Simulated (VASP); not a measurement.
# Co (Pm-3m) in VASP: single point with PBE

Aim: the single point of Co with PBE.

Program: VASP 6.6.1. These are calculated values, not measurements. Logs are shortened: lines on timing, memory, paths and dates and some standing lists are left out, and cuts for length are marked.

## Step 1: The cell of the first run

It takes space group Pm-3m (No. 221, cubic). The conventional cell has a = 2.340 Å, b = 2.340 Å, c = 2.340 Å, α = 90.00°, β = 90.00°, γ = 90.00°. Within 3.1 Å of Co (site symmetry m-3m) lie 6 Co at 2.34 Å.

This isn't the form of Co at room conditions, which is hcp.

## Step 2: Single point, PBE, collinear spin, ferromagnetic start

Input file INCAR:

```
SYSTEM = Co
PREC = Accurate
ENCUT = 520
EDIFF = 1E-6
ISMEAR = 0
SIGMA = 0.1
LREAL = .FALSE.
LASPH = .TRUE.
NELM = 150
ALGO = Fast
ISIF = 2
LWAVE = .FALSE.
LCHARG = .FALSE.
ISPIN = 2
MAGMOM = 1.99
LORBIT = 11
LMAXMIX = 4
GGA = PE
NBANDS = 14
```

Input file KPOINTS:

```
Automatic mesh
0
G
  24 24 24
  0 0 0
```

Input file POSCAR:

```
Co
1.0
    2.3404262395      0.0000000000      0.0000000000
    0.0000000000      2.3404262395      0.0000000000
    0.0000000000      0.0000000000      2.3404262395
Co
1
Direct
    0.0000000000      0.0000000000      0.0000000000
```

Potentials or basis: VASP PAW PBE potentials, release 64 (Co).

Launch:

```console
> cat potpaw_PBE.64/Co/POTCAR > POTCAR
> mpirun -np 1 vasp_std > vasp.out
```

OUTCAR:

```text
SYSTEM = Co
   PREC = Accurate
   ENCUT = 520
   EDIFF = 1E-6
   ISMEAR = 0
   LREAL = .FALSE.
   LASPH = .TRUE.
   NELM = 150
   ISIF = 2
   ISPIN = 2
   LORBIT = 11
   GGA = PE

 ion  position               nearest neighbor table
   1  0.000  0.000  0.000-

  LATTYP: Found a simple cubic cell.
 ALAT       =     2.3404262395

  Lattice vectors:

 A1 = (   2.3404262395,   0.0000000000,   0.0000000000)
 A2 = (   0.0000000000,   2.3404262395,   0.0000000000)
 A3 = (   0.0000000000,   0.0000000000,   2.3404262395)

Analysis of symmetry for initial positions (statically):
=====================================================================
 Subroutine PRICEL returns:
 Original cell was already a primitive cell.

 Routine SETGRP: Setting up the symmetry group for a
 simple cubic supercell.

 Subroutine GETGRP returns: Found 48 space group operations
 (whereof 48 operations were pure point group operations)
 out of a pool of 48 trial point group operations.

The static configuration has the point symmetry O_h .

Analysis of symmetry for dynamics (positions and initial velocities):
=====================================================================
 Subroutine PRICEL returns:
 Original cell was already a primitive cell.

 Routine SETGRP: Setting up the symmetry group for a
 simple cubic supercell.

 Subroutine GETGRP returns: Found 48 space group operations
 (whereof 48 operations were pure point group operations)
 out of a pool of 48 trial point group operations.

The dynamic configuration has the point symmetry O_h .

Analysis of structural, dynamic, and magnetic symmetry:
=====================================================================
 Subroutine PRICEL returns:
 Original cell was already a primitive cell.

 Routine SETGRP: Setting up the symmetry group for a
 simple cubic supercell.

 Subroutine GETGRP returns: Found 48 space group operations
 (whereof 48 operations were pure point group operations)
 out of a pool of 48 trial point group operations.

The overall configuration has the point symmetry O_h .

 Subroutine INISYM returns: Found 48 space group operations
 (whereof 48 operations are pure point group operations),
 and found     1 'primitive' translations

----------------------------------------------------------------------------------------

                                     Primitive cell

  volume of cell :      12.8199

  direct lattice vectors                    reciprocal lattice vectors
     2.340426240  0.000000000  0.000000000     0.427272598  0.000000000  0.000000000
     0.000000000  2.340426240  0.000000000     0.000000000  0.427272598  0.000000000
     0.000000000  0.000000000  2.340426240     0.000000000  0.000000000  0.427272598

  length of vectors
     2.340426240  2.340426240  2.340426240     0.427272598  0.427272598  0.427272598

  position of ions in fractional coordinates (direct lattice)
     0.000000000  0.000000000  0.000000000

  ion indices of the primitive-cell ions
   primitive index   ion index
                 1           1

----------------------------------------------------------------------------------------

 KPOINTS: Automatic mesh

Automatic generation of k-mesh.
 Grid dimensions read from file:
 generate k-points for:   24   24   24

 Generating k-lattice:

  Cartesian coordinates                     Fractional coordinates (reciprocal lattice)
     0.017803025  0.000000000  0.000000000     0.041666667  0.000000000  0.000000000
     0.000000000  0.017803025  0.000000000     0.000000000  0.041666667  0.000000000
     0.000000000  0.000000000  0.017803025     0.000000000  0.000000000  0.041666667

  Length of vectors
     0.017803025  0.017803025  0.017803025

  Shift w.r.t. Gamma in fractional coordinates (k-lattice)
     0.000000000  0.000000000  0.000000000

 Subroutine IBZKPT returns following result:
 ===========================================

 Found    455 irreducible k-points:

 Following reciprocal coordinates:
            Coordinates               Weight
  0.000000  0.000000  0.000000      1.000000
  0.041667  0.000000  0.000000      6.000000
  0.083333  0.000000  0.000000      6.000000
  0.125000  0.000000  0.000000      6.000000
  0.166667  0.000000  0.000000      6.000000
  0.208333  0.000000  0.000000      6.000000
[... 16 lines left out ...]
  0.416667  0.041667  0.000000     24.000000
  0.458333  0.041667  0.000000     24.000000
 [... further k-points ...]
   k-points           NKPTS =    455   k-points in BZ     NKDIM =    455   number of bands    NBANDS=     14
   number of dos      NEDOS =    301   number of ions     NIONS =      1
   total plane-waves  NPLWV =   5832
   dimension x,y,z NGX =    18 NGY =   18 NGZ =   18
   dimension x,y,z NGXF=    36 NGYF=   36 NGZF=   36
   ions per type =               1
   NGX,Y,Z   is equivalent  to a cutoff of  12.79, 12.79, 12.79 a.u.
   NGXF,Y,Z  is equivalent  to a cutoff of  25.57, 25.57, 25.57 a.u.
 SYSTEM =  Co
   PREC   = accura    normal or accurate (medium, high low for compatibility)
   ISTART =      0    job   : 0-new  1-cont  2-samecut
   ICHARG =      2    charge: 1-file 2-atom 10-const
   ISPIN  =      2    spin polarized calculation?
   LNONCOLLINEAR =      F non collinear calculations
   LSORBIT =      F    spin-orbit coupling
   LASPH  =      T    aspherical Exc in radial PAW
   ENCUT  =  520.0 eV  38.22 Ry    6.18 a.u.   4.35  4.35  4.35*2*pi/ulx,y,z
   NELM   =    150;   NELMIN=  2; NELMDL= -5     # of ELM steps
   EDIFF  = 0.1E-05   stopping-criterion for ELM
   LREAL  =      F    real-space projection
   EDIFFG = 0.1E-04   stopping-criterion for IOM
   NSW    =      0    number of steps for IOM
   IBRION =     -1    ionic relax: 0-MD 1-quasi-New 2-CG
   NFREE  =      0    steps in history (QN), initial steepest desc. (CG)
   ISIF   =      2    stress and relaxation
   ISYM   =      2    0-nonsym 1-usesym 2-fastsym
   POTIM  = 0.5000    time-step for ionic-motion
   TEBEG  =    0.0;   TEEND  =   0.0 temperature during run
   PSTRESS=    0.0 pullay stress
   NELECT =       9.0000    total number of electrons
   NUPDOWN=      -1.0000    fix difference up-down
   EMIN   =  10.00;   EMAX   =-10.00  energy-range for DOS
   EFERMI =   0.00;   METHOD = LEGACY
   ISMEAR =     0;   SIGMA  =   0.10  broadening in eV -4-tet -1-fermi 0-gaus
   EFERMI_NEDOS =   21; number of points for ismear=-14 and -15
   IALGO  =     68    algorithm
   IMIX   =      4    mixing-type and parameters
     AMIX     =   0.40;   BMIX     =  1.00
     AMIX_MAG =   1.60;   BMIX_MAG =  1.00
  volume/ion in A,a.u.               =      12.82        86.51
  Fermi-wavevector in a.u.,A,eV,Ry     =   1.454992  2.749537 28.803571  2.117003
  Thomas-Fermi vector in A             =   2.572079
   LORBIT       =     11    0 simple, 1 ext, 2 COOP (PROOUT), +10 PAW based schemes
   GGA     = PE    functional components
   LHFCALC =     F    Hartree Fock is set to
   AEXX    =    0.0000 exact exchange contribution
   IVDW    =     0    specifies the selected vdW correction
   LEPSILON=     F    determine dielectric tensor
   LRPA    =     F    only Hartree local field effects (RPA)
 spin polarized calculation
 RMM-DIIS sequential band-by-band and
 Gauss-broadening in eV      SIGMA  =   0.10
  energy-cutoff  :      520.00
  volume of cell :       12.82
 maximum number of plane-waves:       360
 NGX is ok and might be reduce to    18
   NGX =  9   NGY =  9   NGZ =  9

 number of electron       9.0000002 magnetization       1.8716830

 Free energy of the ion-electron system (eV)
  ---------------------------------------------------
  ext. energy  EPLUGINS =         0.00000000
  ---------------------------------------------------
  free energy    TOTEN  =        -6.27251791 eV

  energy without entropy =       -6.26448370  energy(sigma->0) =       -6.26850081

 E-fermi :   8.3710     XC(G=0): -12.3590

 val. band max:        8.3708863606   @ k =   0.4583   0.1667   0.0000
 cond. band min:       8.3748155188   @ k =   0.3333   0.1250   0.0833
 fundamental gap:      0.0039291582
 Fermi energy:         8.3709636371

 spin component 1

 k-point     1 :       0.0000    0.0000    0.0000
  band No.  band energies     occupation
      1       0.1441      1.00000
      2       4.0451      1.00000
      3       4.0451      1.00000
      4       7.1993      1.00000
      5       7.1993      1.00000
      6       7.1993      1.00000
      7      27.1820      0.00000
      8      27.1820      0.00000
      9      27.1820      0.00000
     10      31.0486      0.00000
     11      31.0486      0.00000
     12      35.3691      0.00000
     13      48.3447      0.00000
     14      48.3577      0.00000

 k-point     2 :       0.0417    0.0000    0.0000
  band No.  band energies     occupation
      1       0.1956      1.00000
      2       4.0524      1.00000
      3       4.0704      1.00000
      4       7.1789      1.00000
      5       7.1789      1.00000
      6       7.2009      1.00000
      7      26.4161      0.00000
      8      27.2519      0.00000
      9      27.2519      0.00000
     10      31.0558      0.00000
     11      31.6426      0.00000
     12      35.6299      0.00000
     13      47.8401      0.00000
     14      48.2374      0.00000
[... 343 lines left out ...]
      1       3.6836      1.00000
      2       4.4840      1.00000
      3       5.9110      1.00000
      4       6.1779      1.00000
      5       6.7117      1.00000
      6       7.2716      1.00000
      7      12.8805      0.00000
      8      30.9606      0.00000
      9      32.8476      0.00000
     10      33.1650      0.00000
     11      34.5237      0.00000
     12      37.8344      0.00000
     13      38.4437      0.00000
     14      39.4185      0.00000

 k-point    24 :       0.4583    0.0417    0.0000
  band No.  band energies     occupation
      1       3.8995      1.00000
      2       4.5077      1.00000
      3       5.9103      1.00000
      4       6.1276      1.00000
      5       7.0662      1.00000
      6       7.2766      1.00000
      7      12.0950      0.00000
      8      31.2996      0.00000
      9      33.2930      0.00000
     10      34.1011      0.00000
     11      34.2344      0.00000
     12      37.3346      0.00000
     13      37.6772      0.00000
     14      38.7219      0.00000

 [... further k-points ...]

 spin component 2

 k-point     1 :       0.0000    0.0000    0.0000
  band No.  band energies     occupation
      1       0.2931      1.00000
      2       5.3738      1.00000
      3       5.3738      1.00000
      4       9.5473      0.00000
      5       9.5473      0.00000
      6       9.5473      0.00000
      7      27.5669      0.00000
      8      27.5669      0.00000
      9      27.5669      0.00000
     10      31.3566      0.00000
     11      31.3566      0.00000
     12      35.3806      0.00000
     13      48.6157      0.00000
     14      48.6157      0.00000

 k-point     2 :       0.0417    0.0000    0.0000
  band No.  band energies     occupation
      1       0.3447      1.00000
      2       5.3823      1.00000
      3       5.3990      1.00000
      4       9.5233      0.00000
      5       9.5233      0.00000
      6       9.5491      0.00000
      7      26.7969      0.00000
      8      27.6397      0.00000
      9      27.6397      0.00000
     10      31.3591      0.00000
     11      31.9419      0.00000
     12      35.6571      0.00000
     13      48.0826      0.00000
     14      48.5054      0.00000
[... 343 lines left out ...]
      1       4.3127      1.00000
      2       5.8824      1.00000
      3       6.8495      1.00000
      4       8.3677      0.51830
      5       8.4315      0.19614
      6       9.6294      0.00000
      7      13.8261      0.00000
      8      31.0340      0.00000
      9      33.0303      0.00000
     10      33.6947      0.00000
     11      34.7352      0.00000
     12      38.2426      0.00000
     13      38.8639      0.00000
     14      39.8334      0.00000

 k-point    24 :       0.4583    0.0417    0.0000
  band No.  band energies     occupation
      1       4.6819      1.00000
      2       5.9101      1.00000
      3       6.9044      1.00000
      4       8.3106      0.80323
      5       8.4240      0.22665
      6       9.6351      0.00000
      7      13.1997      0.00000
      8      31.2479      0.00000
      9      33.4802      0.00000
     10      34.5848      0.00000
     11      34.6702      0.00000
     12      37.7218      0.00000
     13      38.0024      0.00000
     14      39.1889      0.00000

 [... further k-points ...]
[... 5 lines left out ...]
  --------------------------------------------------------------------------------------
  -------------------------------------------------------------------------------------
  Total       -0.0630026     -0.0630026     -0.0630026     -0.0000000      0.0000000     -0.0000000
  in kB       -7.8737995     -7.8737995     -7.8737995     -0.0000000      0.0000000     -0.0000000
  external PRESSURE =      -7.8737995 kB  Pullay stress =       0.0000000 kB

 VOLUME and BASIS-vectors are now :
 -----------------------------------------------------------------------------
  energy-cutoff  :      520.00
  volume of cell :       12.82
      direct lattice vectors                 reciprocal lattice vectors
     2.340426240  0.000000000  0.000000000     0.427272598  0.000000000  0.000000000
     0.000000000  2.340426240  0.000000000     0.000000000  0.427272598  0.000000000
     0.000000000  0.000000000  2.340426240     0.000000000  0.000000000  0.427272598

 POSITION                                       TOTAL-FORCE (eV/Angst)
 -----------------------------------------------------------------------------------
      0.00000      0.00000      0.00000         0.000000      0.000000      0.000000
 -----------------------------------------------------------------------------------
    total drift:                                0.000000      0.000000      0.000000

  FREE ENERGIE OF THE ION-ELECTRON SYSTEM (eV)
  ---------------------------------------------------
  free  energy   TOTEN  =        -6.2725179095 eV

  energy  without entropy=       -6.2644837015  energy(sigma->0) =       -6.26850081

 total charge

# of ion       s       p       d       tot
------------------------------------------
    1        0.493   0.405   7.265   8.163

 magnetization (x)

# of ion       s       p       d       tot
------------------------------------------
    1        0.006  -0.007   1.880   1.879
```

It took 3.3 min on 1 thread of Intel Xeon 8259CL, shared host; peak memory 0.23 GiB.

What came out:

| Item | Value |
| --- | --- |
| Free energy | -6.2725 eV |
| Pressure | -0.8 GPa |
| Net moment | 1.87 μB per cell |
| Site moments | Co +1.88 μB |
| Valence electrons inside the program's atomic spheres | Co 8.16 |

Levels at points of the mesh, in eV from the Fermi level:
Spin up:
| k point | band 2 | band 3 | band 4 | band 5 | band 6 | band 7 | band 8 | band 9 |
| --- | --- | --- | --- | --- | --- | --- | --- | --- |
| (0.00, 0.00, 0.00) | -4.33 | -4.33 | -1.17 | -1.17 | -1.17 | 18.81 | 18.81 | 18.81 |
| (0.50, 0.00, 0.00) | -3.88 | -2.26 | -2.26 | -1.37 | -1.07 | 3.42 | 23.35 | 25.89 |
| (0.50, 0.50, 0.00) | -3.46 | -2.05 | -2.05 | -0.07 | 4.84 | 4.84 | 10.77 | 11.24 |
| (0.50, 0.50, 0.50) | -4.20 | -4.20 | -0.01 | -0.01 | 11.47 | 11.47 | 11.47 | 13.03 |
Spin down:
| k point | band 1 | band 2 | band 3 | band 4 | band 5 | band 6 | band 7 | band 8 | band 9 |
| --- | --- | --- | --- | --- | --- | --- | --- | --- | --- |
| (0.00, 0.00, 0.00) | -8.08 | -3.00 | -3.00 | 1.18 | 1.18 | 1.18 | 19.20 | 19.20 | 19.20 |
| (0.50, 0.00, 0.00) | -3.60 | -2.48 | -1.34 | -0.08 | -0.08 | 1.29 | 4.60 | 23.21 | 25.84 |
| (0.50, 0.50, 0.00) | -3.64 | -2.12 | 0.18 | 0.18 | 1.68 | 5.03 | 5.03 | 11.46 | 12.14 |
| (0.50, 0.50, 0.50) | -2.44 | -2.44 | -2.44 | 1.74 | 1.74 | 11.87 | 11.87 | 11.87 | 12.77 |
